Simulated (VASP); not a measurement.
Write the native input for VASP 6.6.1 that does the following.

- Task: relaxation of cell and atoms
- Functional: PBE
- Potentials or basis: VASP PAW PBE potentials, release 64 (Ta_pv, N)
- Cutoff: 600 eV
- k mesh: 16 × 16 × 16
- Occupations: gaussian, width 0.1 eV
- Spin: no spin polarisation
- Dipole correction: no
- Further INCAR settings: ALGO = Normal; EDIFF = 1e-07; IBRION = 2; EDIFFG = -0.005; NSW = 100; ISIF = 3

The structure of TaN lies in POSCAR:

```
TaN
1.0
    0.0000000000      2.1962846579      2.1962846579
    2.1962846579      0.0000000000      2.1962846579
    2.1962846579      2.1962846579      0.0000000000
Ta N
1 1
Direct
    0.0000000000      0.0000000000      0.0000000000
    0.5000000000      0.5000000000      0.5000000000
```

The input as run:

INCAR

```
SYSTEM = TaN
PREC     = Accurate       ! precision mode
ENCUT    = 600            ! plane-wave cutoff, eV
EDIFF    = 1E-7           ! SCF threshold, eV
ISMEAR   = 0              ! smearing method
SIGMA    = 0.1            ! smearing width, eV
LREAL    = .FALSE.        ! projectors in reciprocal space
LASPH    = .TRUE.         ! aspherical terms in the spheres
NELM     = 60             ! most SCF steps
ALGO     = Normal         ! electronic algorithm
ISIF     = 3              ! what is computed and relaxed
LWAVE    = .FALSE.        ! write WAVECAR
LCHARG   = .FALSE.        ! write CHGCAR
GGA      = PE             ! functional
IBRION   = 2              ! ionic algorithm
NSW      = 100            ! ionic steps
EDIFFG   = -0.005         ! ionic threshold
```

KPOINTS

```
regular mesh
0
G
  16 16 16
  0 0 0
```

Potentials or basis: VASP PAW PBE potentials, release 64 (Ta_pv, N).

Command:

```console
$ cat potpaw_PBE.64/Ta_pv/POTCAR potpaw_PBE.64/N/POTCAR > POTCAR
$ mpirun -np 1 vasp_std > vasp.out
```

Results of the run:

```json
{"Relaxed volume": "10.79 Å³/atom", "Relaxed cell": "a = 3.126 Å, b = 3.126 Å, c = 3.126 Å, α = 60.00°, β = 60.00°, γ = 60.00°", "Space group after relaxing (to 0.05 Å)": "Fm-3m (No. 225)", "Energy gained by relaxing": "4.0 meV/atom", "Ionic steps": "4", "Pressure after relaxing": "0.0 GPa", "Band gap on the k mesh": "zero (band 8 reaches 11.23 eV, above the bottom of band 9 at 7.31 eV)"}
```

Caveat: spin-orbit coupling is left out, which moves the levels of the heavy elements.

Wall time 2.3 min on 1 thread of Intel(R) Xeon(R) Platinum 8375C CPU @ 2.90GHz (Ice Lake) (shared host), peak memory 0.2 GiB.
